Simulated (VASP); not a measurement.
Input of a VASP 6.6.1 run:

POSCAR

```
Rb
1.0
   -2.8677202310      2.8677202310      2.8677202310
    2.8677202310     -2.8677202310      2.8677202310
    2.8677202310      2.8677202310     -2.8677202310
Rb
1
Direct
    0.0000000000      0.0000000000      0.0000000000
```

Contents of INCAR.step1:

```
ALGO     = Normal         # electronic algorithm
EDIFF    = 1E-4           # SCF threshold, eV
ENCUT    = 520            # plane-wave cutoff, eV
GGA      = PE             # functional
ISMEAR   = 0              # smearing method
LASPH    = T              # aspherical terms in the spheres
LCHARG   = F              # write CHGCAR
LREAL    = F              # projectors in reciprocal space
LWAVE    = T              # write WAVECAR
NBANDS   = 10             # bands
NELM     = 100            # most SCF steps
PREC     = Accurate       # precision mode
SIGMA    = 0.01           # smearing width, eV
```

INCAR.step2

```
ALGO     = Normal         # electronic algorithm
EDIFF    = 1E-6           # SCF threshold, eV
ENCUT    = 520            # plane-wave cutoff, eV
ISIF     = 2              # what is computed and relaxed
ISMEAR   = 0              # smearing method
ISTART   = 1            
LASPH    = T              # aspherical terms in the spheres
LCHARG   = F              # write CHGCAR
LMIXTAU  = T            
LREAL    = F              # projectors in reciprocal space
LWAVE    = F              # write WAVECAR
METAGGA  = R2SCAN         # meta-GGA
NBANDS   = 10             # bands
NELM     = 100            # most SCF steps
PREC     = Accurate       # precision mode
SIGMA    = 0.01           # smearing width, eV
```

Contents of KPOINTS:

```
k-points
0
Gamma
  8 8 8
```

Potentials or basis: VASP PAW PBE potentials, release 64 (Rb_sv).

Launch:

```sh
$ cat potpaw_PBE.64/Rb_sv/POTCAR > POTCAR
$ cp INCAR.step1 INCAR
$ mpirun -np 1 vasp_std > vasp.out
$ cp INCAR.step2 INCAR
$ mpirun -np 1 vasp_std > vasp.out
```

(1) What does it give for the band gap on the k mesh?

(2) Estimate the pressure.

## Answers

(1) zero (an odd number of electrons rules out a gap without spin polarisation).

(2) 0.0 GPa.

Caveat: the PAW data sets were made with another functional, which shifts forces and pressure a little.
